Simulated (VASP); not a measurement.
# Sn (Immm) in VASP: electric field gradients with PBEsol

Aim: the electric field gradients of Sn with PBEsol.

Program: VASP 6.6.1. These are calculated values, not measurements. Logs are shortened: lines on timing, memory, paths and dates and some standing lists are left out, and cuts for length are marked.

## 1. The cell of the first run

It takes space group Immm (No. 71, orthorhombic). The conventional cell has a = 3.419 Å, b = 3.516 Å, c = 4.770 Å, α = 90.00°, β = 90.00°, γ = 90.00°. Sn (site symmetry mmm) has 12 Sn at 3.42 to 3.52 Å within 4.5 Å.

## 2. Electric field gradients, PBEsol (z stretched by +2 % at fixed volume)

File INCAR:

```
PREC = Accurate
ENCUT = 400
EDIFF = 1E-8
ISMEAR = -1
SIGMA = 0.03
LREAL = False
LASPH = True
NELM = 120
ALGO = Normal
ISIF = 2
LWAVE = False
LCHARG = False
GGA = PS
LEFG = True
NBANDS = 13
GGA_COMPAT = False
```

File KPOINTS:

```
Automatic mesh
0
Gamma
  16 16 16
```

File POSCAR:

```
Sn
1.0
   -1.7095283487      1.7580534995      2.3851088400
    1.7095283487     -1.7580534995      2.3851088400
    1.7095283487      1.7580534995     -2.3851088400
Sn
1
Direct
    0.0000000000      0.0000000000      0.0000000000
```

Potentials or basis: VASP PAW PBE potentials, release 64 (Sn_d).

Launch:

```
$ cat potpaw_PBE.64/Sn_d/POTCAR > POTCAR
$ mpirun -np 1 vasp_std > vasp.out
```

OUTCAR:

```text
PREC = Accurate
   ENCUT = 400
   EDIFF = 1E-8
   ISMEAR = -1
   LREAL = False
   LASPH = True
   NELM = 120
   ISIF = 2
   GGA = PS

 ion  position               nearest neighbor table
   1  0.000  0.000  0.000-

  LATTYP: Found a body centered orthorhombic cell.
 ALAT       =     3.4190566974
 B/A-ratio  =     1.0283851103
 C/A-ratio  =     1.3951853105

  Lattice vectors:

 A1 = (  -1.7095283487,   1.7580534995,   2.3851088400)
 A2 = (   1.7095283487,  -1.7580534995,   2.3851088400)
 A3 = (   1.7095283487,   1.7580534995,  -2.3851088400)

Analysis of symmetry for initial positions (statically):
=====================================================================
 Subroutine PRICEL returns:
 Original cell was already a primitive cell.

 Routine SETGRP: Setting up the symmetry group for a
 body centered orthorhombic supercell.

 Subroutine GETGRP returns: Found  8 space group operations
 (whereof  8 operations were pure point group operations)
 out of a pool of  8 trial point group operations.

The static configuration has the point symmetry D_2h.

Analysis of symmetry for dynamics (positions and initial velocities):
=====================================================================
 Subroutine PRICEL returns:
 Original cell was already a primitive cell.

 Routine SETGRP: Setting up the symmetry group for a
 body centered orthorhombic supercell.

 Subroutine GETGRP returns: Found  8 space group operations
 (whereof  8 operations were pure point group operations)
 out of a pool of  8 trial point group operations.

The dynamic configuration has the point symmetry D_2h.

 Subroutine INISYM returns: Found  8 space group operations
 (whereof  8 operations are pure point group operations),
 and found     1 'primitive' translations

----------------------------------------------------------------------------------------

                                     Primitive cell

  volume of cell :      28.6732

  direct lattice vectors                    reciprocal lattice vectors
    -1.709528349  1.758053499  2.385108840     0.000000000  0.284405452  0.209634039
     1.709528349 -1.758053499  2.385108840     0.292478332  0.000000000  0.209634039
[... 125 lines left out ...]
  ---------------------------------------------------
  free energy    TOTEN  =        -4.20766751 eV

  energy without entropy =       -4.20564328  energy(sigma->0) =       -4.20665539

 E-fermi :   7.3828     XC(G=0): -10.2533

 val. band max:        7.3792872490   @ k =  -0.3750  -0.3125   0.1250
 cond. band min:       7.3834721562   @ k =  -0.3125   0.3750  -0.0000
 fundamental gap:      0.0041849072
 Fermi energy:         7.3828073352

 k-point     1 :       0.0000    0.0000    0.0000
  band No.  band energies     occupation
      1     -14.0900      2.00000
      2     -14.0747      2.00000
      3     -14.0692      2.00000
      4     -14.0201      2.00000
      5     -14.0032      2.00000
      6      -3.4225      2.00000
      7      14.3294      0.00000
      8      14.5399      0.00000
      9      14.9066      0.00000
     10      17.9498      0.00000
     11      18.5023      0.00000
     12      18.8814      0.00000
     13      19.1833      0.00000
[... 354 lines left out ...]
  band No.  band energies     occupation
      1     -14.0893      2.00000
      2     -14.0653      2.00000
      3     -14.0605      2.00000
      4     -14.0222      2.00000
      5     -14.0005      2.00000
      6      -3.1492      2.00000
      7      12.4582      0.00000
      8      13.6530      0.00000
      9      14.3489      0.00000
     10      16.9556      0.00000
     11      19.5334      0.00000
     12      19.7922      0.00000
     13      20.0708      0.00000

 [... further k-points ...]

------------------------ aborting loop because EDIFF is reached ----------------------------------------

  FORCE on cell =-STRESS in cart. coord.  units (eV):
  Direction    XX          YY          ZZ          XY          YZ          ZX
  --------------------------------------------------------------------------------------
  -------------------------------------------------------------------------------------
  Total       -0.5741058     -0.7067583     -0.6787765      0.0000000      0.0000000      0.0000000
  in kB      -32.0793772    -39.4916170    -37.9280764      0.0000000      0.0000000      0.0000000
  external PRESSURE =     -36.4996902 kB  Pullay stress =       0.0000000 kB

 VOLUME and BASIS-vectors are now :
 -----------------------------------------------------------------------------
  energy-cutoff  :      400.00
  volume of cell :       28.67
      direct lattice vectors                 reciprocal lattice vectors
    -1.709528349  1.758053499  2.385108840     0.000000000  0.284405452  0.209634039
     1.709528349 -1.758053499  2.385108840     0.292478332  0.000000000  0.209634039
     1.709528349  1.758053499 -2.385108840     0.292478332  0.284405452  0.000000000

 POSITION                                       TOTAL-FORCE (eV/Angst)
 -----------------------------------------------------------------------------------
      0.00000      0.00000      0.00000         0.000000      0.000000      0.000000
 -----------------------------------------------------------------------------------
    total drift:                               -0.000000      0.000000      0.000000

  FREE ENERGIE OF THE ION-ELECTRON SYSTEM (eV)
  ---------------------------------------------------
  free  energy   TOTEN  =        -4.2076675107 eV

  energy  without entropy=       -4.2056432756  energy(sigma->0) =       -4.20665539

 Electric field gradients (V/A^2)
---------------------------------------------------------------------
 ion       V_xx      V_yy      V_zz      V_xy      V_xz      V_yz
---------------------------------------------------------------------
   1      -5.645    10.162    -4.516     0.003     0.002     0.002
---------------------------------------------------------------------

 Electric field gradients after diagonalization (V/A^2)
 (convention: |V_zz| > |V_xx| > |V_yy|)
----------------------------------------------------------------------
 ion       V_xx      V_yy      V_zz     asymmetry (V_yy - V_xx)/ V_zz
----------------------------------------------------------------------
   1      -5.645    -4.516    10.162       0.111
----------------------------------------------------------------------

           NMR quadrupolar parameters

 Cq : quadrupolar parameter    Cq=e*Q*V_zz/h
 eta: asymmetry parameters     (V_yy - V_xx)/ V_zz
 Q  : nuclear electric quadrupole moment in mb (millibarn)
----------------------------------------------------------------------
 ion       Cq(MHz)       eta       Q (mb)
----------------------------------------------------------------------
   1       0.025       0.111       1.000
----------------------------------------------------------------------
```

OSZICAR:

```text
N       E                     dE             d eps       ncg     rms          rms(c)
DAV:   1     0.725531117873E+02    0.72553E+02   -0.62498E+03 16800   0.134E+03
DAV:   2     0.757096083782E+00   -0.71796E+02   -0.69607E+02 17221   0.299E+02
DAV:   3    -0.412484526586E+01   -0.48819E+01   -0.48693E+01 19194   0.679E+01
DAV:   4    -0.422229330599E+01   -0.97448E-01   -0.97426E-01 19691   0.103E+01
DAV:   5    -0.422577285375E+01   -0.34795E-02   -0.34795E-02 21201   0.186E+00    0.120E+00
DAV:   6    -0.421188864985E+01    0.13884E-01   -0.15299E-02 20880   0.213E+00    0.642E-01
DAV:   7    -0.420790384216E+01    0.39848E-02   -0.84563E-03 20911   0.148E+00    0.106E-01
DAV:   8    -0.420766669751E+01    0.23714E-03   -0.66474E-04 19921   0.441E-01    0.184E-02
DAV:   9    -0.420766708223E+01   -0.38472E-06   -0.11712E-05 22339   0.409E-02    0.112E-02
DAV:  10    -0.420766752412E+01   -0.44189E-06   -0.10089E-06 19584   0.992E-03    0.507E-04
DAV:  11    -0.420766755464E+01   -0.30524E-07   -0.35088E-08 20545   0.262E-03    0.123E-04
DAV:  12    -0.420766751103E+01    0.43605E-07   -0.15096E-09 12748   0.595E-04    0.385E-05
DAV:  13    -0.420766751075E+01    0.28922E-09   -0.30938E-10 11263   0.194E-04
   1 F= -.42076675E+01 E0= -.42066554E+01  d E =-.202424E-02
```

Wall time 5.6 min (1 thread of AMD EPYC, shared host); peak memory 0.22 GiB.

Results:

| Property | Result |
| --- | --- |
| Free energy | -4.2077 eV |
| Pressure | -3.6 GPa |
| Band gap on the k mesh | zero (bands 7 and 8 overlap by 8.91 eV) |
| Largest electric field gradient by atom | Sn +10.2 V/Å² |

Electric field gradients, principal values (V/Å²):
```csv
atom,least,middle,greatest (by size)
1 Sn,-4.516,-5.645,10.162
```

Caveat: the cell stands under tension; without QUAD_EFG the Cq values of the log hold for a quadrupole moment of 1 mb, not for the nuclei; the PAW data sets were made with another functional, which shifts forces and pressure a little; spin-orbit coupling is left out, which moves the levels of the heavy elements.
